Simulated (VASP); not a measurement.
# NiO2 (P-3m1) in VASP: further runs, part 2 of 2

VASP 6.6.1. The steps go on from the part before.

## Step 3: Relaxation of shape and atoms at fixed volume, r2SCAN (volume scaled by 0.94)

POSCAR

```
NiO2
1.0
    2.7452655544      0.0000000000      0.0000000000
   -1.3726327772      2.3774697102      0.0000000000
    0.0000000000      0.0000000000      4.4288403101
Ni O
1 2
Direct
    0.0000000000      0.0000000000      0.5000000000
    0.6666666667      0.3333333333      0.7098155145
    0.3333333333      0.6666666667      0.2901844855
```

INCAR.step1

```
ALGO = Normal ; EDIFF = 1E-4
ENCUT = 600 ; GGA = PE
ISMEAR = 0 ; LASPH = True
LCHARG = False ; LREAL = False
LWAVE = True ; NELM = 100
PREC = Accurate ; SIGMA = 0.02
```

INCAR.step2

```
ALGO = Normal ; EDIFF = 1E-6
EDIFFG = -0.01 ; ENCUT = 600
IBRION = 2 ; ISIF = 4
ISMEAR = 0 ; ISTART = 1
LASPH = True ; LCHARG = False
LMIXTAU = True ; LREAL = False
LWAVE = False ; METAGGA = R2SCAN
NELM = 100 ; NSW = 50
PREC = Accurate ; SIGMA = 0.02
```

KPOINTS

```
k-points
0
Gamma
  12 12 6
```

Potentials or basis: VASP PAW PBE potentials, release 64 (Ni, O).

On the command line:

```
cat potpaw_PBE.64/Ni/POTCAR potpaw_PBE.64/O/POTCAR > POTCAR
cp INCAR.step1 INCAR
mpirun -np 1 vasp_std > vasp.out
cp INCAR.step2 INCAR
mpirun -np 1 vasp_std > vasp.out
```

OUTCAR:

```text
EDIFF = 1E-6
   EDIFFG = -0.01
   ENCUT = 600
   IBRION = 2
   ISIF = 4
   ISMEAR = 0
   ISTART = 1
   LASPH = True
   LREAL = False
   METAGGA = R2SCAN
   NELM = 100
   NSW = 50
   PREC = Accurate

 ion  position               nearest neighbor table
   1  0.000  0.000  0.500-   2 1.84   3 1.84   3 1.84   2 1.84   2 1.84   3 1.84
   2  0.667  0.333  0.710-   1 1.84   1 1.84   1 1.84
   3  0.333  0.667  0.290-   1 1.84   1 1.84   1 1.84

  LATTYP: Found a hexagonal cell.
 ALAT       =     2.7452655544
 C/A-ratio  =     1.6132648089

  Lattice vectors:

 A1 = (   2.7452655544,   0.0000000000,   0.0000000000)
 A2 = (  -1.3726327772,   2.3774697102,   0.0000000000)
 A3 = (   0.0000000000,   0.0000000000,   4.4288403101)

Analysis of symmetry for initial positions (statically):
=====================================================================
 Subroutine PRICEL returns:
 Original cell was already a primitive cell.

 Routine SETGRP: Setting up the symmetry group for a
 hexagonal supercell.

 Subroutine GETGRP returns: Found 12 space group operations
 (whereof 12 operations were pure point group operations)
 out of a pool of 24 trial point group operations.

The static configuration has the point symmetry D_3d.

Analysis of symmetry for dynamics (positions and initial velocities):
[... 309 lines left out ...]
--------------------------------------- Ionic step        5  -------------------------------------------

 number of electron      22.0000009 magnetization

 Free energy of the ion-electron system (eV)
  ---------------------------------------------------
  ext. energy  EPLUGINS =         0.00000000
  ---------------------------------------------------
  free energy    TOTEN  =       -26.45822648 eV

  energy without entropy =      -26.45822648  energy(sigma->0) =      -26.45822648

 E-fermi :   3.1961     XC(G=0): -12.1364

 val. band max:        3.0749412420   @ k =   0.0833   0.0833   0.5000
 cond. band min:       4.3363650298   @ k =   0.2500   0.0000   0.3333
 fundamental gap:      1.2614237878
 Fermi energy:         3.1961028335

 k-point     1 :       0.0000    0.0000    0.0000
  band No.  band energies     occupation
      1     -17.6130      2.00000
      2     -14.9961      2.00000
      3      -3.0939      2.00000
      4      -2.5187      2.00000
      5      -2.5187      2.00000
      6       0.6288      2.00000
      7       0.6288      2.00000
      8       2.1641      2.00000
      9       2.1641      2.00000
     10       2.4237      2.00000
     11       2.7509      2.00000
     12       5.6398      0.00000
     13       5.6398      0.00000
     14      12.1032      0.00000
[... 401 lines left out ...]
      2     -15.1125      2.00000
      3      -2.7398      2.00000
      4      -2.3667      2.00000
      5      -2.2573      2.00000
      6      -0.2178      2.00000
      7       0.1539      2.00000
      8       1.5926      2.00000
      9       2.2443      2.00000
     10       2.2514      2.00000
     11       2.8858      2.00000
     12       5.0147      0.00000
     13       5.5806      0.00000
     14      13.5969      0.00000
     15      16.6334      0.00000

 [... further k-points ...]
[... 5 lines left out ...]
  --------------------------------------------------------------------------------------
  -------------------------------------------------------------------------------------
  Total        0.2924449      0.2924449      0.2864172      0.0000000      0.0000000      0.0000000
  in kB       16.2093397     16.2093397     15.8752383      0.0000000      0.0000000      0.0000000
  external PRESSURE =      16.0979726 kB  Pullay stress =       0.0000000 kB
[... 18 lines left out ...]
  FREE ENERGIE OF THE ION-ELECTRON SYSTEM (eV)
  ---------------------------------------------------
  free  energy   TOTEN  =       -26.4582264819 eV

  energy  without entropy=      -26.4582264819  energy(sigma->0) =      -26.45822648

 reached required accuracy - stopping structural energy minimisation
```

It took 9.5 min on 1 thread of AMD EPYC 9R45 (Zen 5), shared host; peak memory 0.17 GiB.

Results:

```
Free energy                  : -26.4582 eV
Energy gained by relaxing    : 9.9 meV/atom
Ionic steps                  : 5
Pressure after relaxing      : 1.6 GPa
Largest force after relaxing : 0.007 eV/Å
Band gap on the k mesh       : 1.26 eV, indirect (least direct gap 1.44 eV)
```

Forces in eV/Å, atoms in the order of the input:
```
Ni   0.000  0.000  0.000
O    0.000  0.000  0.007
O    0.000  0.000 -0.007
```

The path:
```csv
step,energy change (eV),largest force (eV/Å),pressure (GPa),volume (Å³)
1,0.0000,0.6283,9.77,28.91
2,-0.0242,0.0009,3.81,28.91
3,-0.0246,0.0915,2.96,28.91
4,-0.0290,0.0298,2.10,28.91
5,-0.0298,0.0067,1.61,28.91
```

Final structure:
```cif
data_structure
_symmetry_space_group_name_H-M 'P 1'
_symmetry_Int_Tables_number 1
_cell_length_a 2.7777
_cell_length_b 2.7777
_cell_length_c 4.3262
_cell_angle_alpha 90.000
_cell_angle_beta 90.000
_cell_angle_gamma 120.000
_cell_volume 28.91
loop_
_atom_site_label
_atom_site_type_symbol
_atom_site_fract_x
_atom_site_fract_y
_atom_site_fract_z
_atom_site_occupancy
Ni1 Ni 0.00000 0.00000 0.50000 1
O1 O 0.66667 0.33333 0.71766 1
O2 O 0.33333 0.66667 0.28234 1
```

Levels at points of the mesh, in eV from the valence-band top:
| k point | band 8 | band 9 | band 10 | band 11 | band 12 | band 13 | band 14 | band 15 |
| --- | --- | --- | --- | --- | --- | --- | --- | --- |
| (0.00, 0.00, 0.00) | -0.91 | -0.91 | -0.65 | -0.32 | 2.56 | 2.56 | 9.03 | 12.28 |
| (0.50, 0.00, 0.00) | -2.28 | -2.14 | -1.90 | -1.17 | 1.89 | 2.59 | 13.92 | 14.53 |
| (0.00, 0.00, 0.50) | -2.15 | -0.99 | -0.99 | -0.16 | 2.65 | 2.65 | 11.36 | 11.39 |
| (0.50, 0.00, 0.50) | -2.14 | -1.93 | -1.36 | -1.30 | 1.94 | 2.42 | 12.85 | 14.35 |

Caveat: the cell differs from its parent crystal (volume scaled by 0.94); the PAW data sets were made with another functional, which shifts forces and pressure a little. A k mesh can miss the band edges.

## Step 4: Single point, r2SCAN

This run uses another cell than the first one, of 10.25 Å³/atom, 1.064 times its volume.

POSCAR

```
NiO2
1.0
    2.7762368975      0.0000000000      0.0000000000
   -1.3881184487      2.4042916802      0.0000000000
    0.0000000000      0.0000000000      4.6069965744
Ni O
1 2
Direct
    0.0000000000      0.0000000000      0.5000000000
    0.6666666667      0.3333333333      0.7038965371
    0.3333333333      0.6666666667      0.2961034629
```

INCAR.step1

```
  ALGO = Normal
  EDIFF = 1E-4
  ENCUT = 520
  GGA = PE
  ISMEAR = 0
  LASPH = T
  LCHARG = F
  LREAL = F
  LWAVE = T
  NBANDS = 18
  NELM = 100
  PREC = Accurate
  SIGMA = 0.05
```

INCAR.step2

```
  ALGO = Normal
  EDIFF = 1E-7
  ENCUT = 520
  ISIF = 2
  ISMEAR = 0
  ISTART = 1
  LASPH = T
  LCHARG = F
  LMIXTAU = T
  LREAL = F
  LWAVE = F
  METAGGA = R2SCAN
  NBANDS = 18
  NELM = 100
  PREC = Accurate
  SIGMA = 0.05
```

KPOINTS

```
k-points
0
Gamma
  12 12 8
```

On the command line:

```
cat potpaw_PBE.64/Ni/POTCAR potpaw_PBE.64/O/POTCAR > POTCAR
cp INCAR.step1 INCAR
mpirun -np 1 vasp_std > vasp.out
cp INCAR.step2 INCAR
mpirun -np 1 vasp_std > vasp.out
```

Run time: 2.2 min. Hardware: 1 thread of Intel Xeon Platinum 8559C (Emerald Rapids), shared host; peak memory 0.2 GiB.

It converged, with:

| Property | Result |
| --- | --- |
| Free energy | -26.4618 eV |
| Pressure | 1.6 GPa |
| Largest force | 0.136 eV/Å |
| Band gap on the k mesh | 1.41 eV, indirect (least direct gap 1.58 eV) |

Forces on the atoms (eV/Å):
```
Ni   0.000  0.000  0.000
O    0.000  0.000  0.136
O    0.000  0.000 -0.136
```

Stress tensor (GPa, compression positive):
```
1.82 0.00 0.00
0.00 1.82 0.00
0.00 0.00 1.03
```

Levels at points of the mesh, in eV from the valence-band top:
```tsv
k point	band 8	band 9	band 10	band 11	band 12	band 13	band 14	band 15
(0.00, 0.00, 0.00)	-0.83	-0.83	-0.53	-0.51	2.70	2.70	8.87	12.39
(0.50, 0.00, 0.00)	-2.06	-1.99	-1.82	-1.11	2.01	2.66	13.86	14.63
(0.00, 0.00, 0.50)	-1.83	-0.87	-0.87	-0.13	2.74	2.74	11.08	11.21
(0.50, 0.00, 0.50)	-2.06	-1.84	-1.38	-1.24	2.03	2.57	12.93	14.24
```

Caveat: the PAW data sets were made with another functional, which shifts forces and pressure a little.

## Step 5: Relaxation of cell and atoms, r2SCAN

This run uses another cell than the first one, of 10.44 Å³/atom, 1.084 times its volume.

POSCAR

```
NiO2
1.0
    2.7987818650      0.0000000000      0.0000000000
   -1.3993909325      2.4238161948      0.0000000000
    0.0000000000      0.0000000000      4.6182730000
Ni O
1 2
Direct
    0.0000000000      0.0000000000      0.5000000000
    0.6666666700      0.3333333300      0.7060390000
    0.3333333300      0.6666666700      0.2939610000
```

INCAR.step1

```
SYSTEM = NiO2
PREC     = Accurate       ! precision mode
ENCUT    = 600            ! plane-wave cutoff, eV
ISMEAR   = 0              ! smearing method
SIGMA    = 0.02           ! smearing width, eV
LREAL    = .False.        ! projectors in reciprocal space
LASPH    = .True.         ! aspherical terms in the spheres
NELM     = 100            ! most SCF steps
GGA      = PE             ! functional
ALGO     = Normal         ! electronic algorithm
EDIFF    = 1E-4           ! SCF threshold, eV
LWAVE    = .True.         ! write WAVECAR
LCHARG   = .False.        ! write CHGCAR
```

INCAR.step2

```
SYSTEM = NiO2
PREC     = Accurate       ! precision mode
ENCUT    = 600            ! plane-wave cutoff, eV
EDIFF    = 1E-6           ! SCF threshold, eV
ISMEAR   = 0              ! smearing method
SIGMA    = 0.02           ! smearing width, eV
LREAL    = .False.        ! projectors in reciprocal space
LASPH    = .True.         ! aspherical terms in the spheres
NELM     = 100            ! most SCF steps
ALGO     = Normal         ! electronic algorithm
ISIF     = 3              ! what is computed and relaxed
LWAVE    = .False.        ! write WAVECAR
LCHARG   = .False.        ! write CHGCAR
METAGGA  = R2SCAN         ! meta-GGA
LMIXTAU  = .True.       
IBRION   = 2              ! ionic algorithm
NSW      = 100            ! ionic steps
EDIFFG   = -0.005         ! ionic threshold
ISTART   = 1
```

KPOINTS

```
regular mesh
0
Gamma
  12 12 6
  0 0 0
```

On the command line:

```
cat potpaw_PBE.64/Ni/POTCAR potpaw_PBE.64/O/POTCAR > POTCAR
cp INCAR.step1 INCAR
mpirun -np 1 vasp_std > vasp.out
cp INCAR.step2 INCAR
mpirun -np 1 vasp_std > vasp.out
```

Wall time 30 min (1 thread of Intel Xeon Platinum 8375C at 2.90GHz (Ice Lake), shared host); peak memory 0.21 GiB.

It converged, with:

* Free energy: -26.4710 eV
* Relaxed volume: 10.05 Å³/atom
* Relaxed cell: a = 2.782 Å, b = 2.782 Å, c = 4.500 Å, α = 90.00°, β = 90.00°, γ = 120.00°
* Space group after relaxing (to 0.05 Å): P-3m1 (No. 164)
* Energy gained by relaxing: 3.4 meV/atom
* Ionic steps: 24
* Pressure after relaxing: 0.0 GPa
* Band gap on the k mesh: 1.34 eV, indirect (least direct gap 1.53 eV)

The path:
| step | energy change (eV) | largest force (eV/Å) | pressure (GPa) | volume (Å³) |
| --- | --- | --- | --- | --- |
| 1 | 0.0000 | 0.3095 | -4.36 | 31.33 |
| 2 | 0.0134 | 0.6057 | 7.15 | 30.06 |
| 3 | -0.0089 | 0.0287 | -0.17 | 30.83 |
| 4 | -0.0089 | 0.0357 | -0.08 | 30.82 |
| 5 | -0.0090 | 0.0257 | -0.05 | 30.78 |
| 6 | -0.0092 | 0.0024 | 0.02 | 30.67 |
| 7 | -0.0093 | 0.0047 | -0.01 | 30.66 |
| 8 | -0.0095 | 0.0095 | -0.08 | 30.60 |
| 9 | -0.0098 | 0.0189 | -0.41 | 30.49 |
| 10 | -0.0098 | 0.0369 | -0.87 | 30.26 |
| 11 | -0.0099 | 0.0277 | -0.57 | 30.38 |
| 12 | -0.0099 | 0.0184 | -0.49 | 30.34 |
| 13 | -0.0101 | 0.0091 | -0.21 | 30.23 |
| 14 | -0.0099 | 0.0639 | 0.44 | 30.01 |
| 15 | -0.0101 | 0.0246 | 0.01 | 30.17 |
| 16 | -0.0101 | 0.0198 | -0.03 | 30.18 |
| 17 | -0.0101 | 0.0165 | -0.14 | 30.20 |
| 18 | -0.0101 | 0.0191 | -0.04 | 30.19 |
| 19 | -0.0101 | 0.0176 | -0.08 | 30.19 |
| 20 | -0.0101 | 0.0141 | -0.06 | 30.19 |
| 21 | -0.0101 | 0.0108 | -0.01 | 30.17 |
| 22 | -0.0101 | 0.0011 | 0.11 | 30.14 |
| 23 | -0.0101 | 0.0060 | 0.03 | 30.16 |
| 24 | -0.0101 | 0.0013 | 0.00 | 30.16 |

Final structure:
```yaml
crystal:
  lattice:
    - [2.78194, 0.00000, 0.00000]
    - [-1.39097, 2.40923, 0.00000]
    - [0.00000, 0.00000, 4.50009]
  atoms:
    - { symbol: Ni, position: [0.00000, 0.00000, 0.50000] }
    - { symbol: O, position: [0.66667, 0.33333, 0.70941] }
    - { symbol: O, position: [0.33333, 0.66667, 0.29059] }
```

Levels at points of the mesh, in eV from the valence-band top:
```tsv
k point	band 7	band 8	band 9	band 10	band 11	band 12	band 13	band 14	band 15
(0.00, 0.00, 0.00)	-2.37	-0.85	-0.85	-0.56	-0.44	2.64	2.64	8.89	12.33
(0.50, 0.00, 0.00)	-2.64	-2.07	-2.07	-1.83	-1.12	1.95	2.61	13.85	14.57
(0.00, 0.00, 0.50)	-2.38	-1.93	-0.90	-0.90	-0.14	2.69	2.69	11.19	11.21
(0.50, 0.00, 0.50)	-2.53	-2.07	-1.86	-1.34	-1.28	1.98	2.50	12.88	14.23
```

Caveat: the PAW data sets were made with another functional, which shifts forces and pressure a little. A k mesh can miss the band edges.

## Step 6: The runs side by side

| task | cell | k mesh | cutoff (eV) | smearing | gap on the mesh (eV) | pressure (GPa) | largest force (eV/Å) |
| --- | --- | --- | --- | --- | --- | --- | --- |
| single point | a = 2.771, b = 2.771, c = 4.348 Å, angles 90.0, 90.0, 120.0°, 3 atoms | 12 × 12 × 6 | 520 | gaussian 0.02 eV | 1.29 | 3.6 | 0.14 |
| relaxation of shape and atoms at fixed volume | relaxed from a = 2.745, b = 2.745, c = 4.429 Å, angles 90.0, 90.0, 120.0°, 3 atoms | 12 × 12 × 6 | 600 | gaussian 0.02 eV | 1.26 | 1.6 | 0.01 |
| single point | a = 2.776, b = 2.776, c = 4.607 Å, angles 90.0, 90.0, 120.0°, 3 atoms | 12 × 12 × 8 | 520 | gaussian 0.05 eV | 1.41 | 1.6 | 0.14 |
| relaxation of cell and atoms | relaxed from a = 2.799, b = 2.799, c = 4.618 Å, angles 90.0, 90.0, 120.0°, 3 atoms | 12 × 12 × 6 | 600 | gaussian 0.02 eV | 1.34 | 0.0 | - |

Alike in all rows: level r2SCAN; potentials or basis VASP PAW PBE potentials, release 64 (Ni, O); no spin polarisation.

Caveats: the PAW data sets were made with another functional, which shifts forces and pressure a little.

Absolute energies hang on the potentials; compare differences alone.
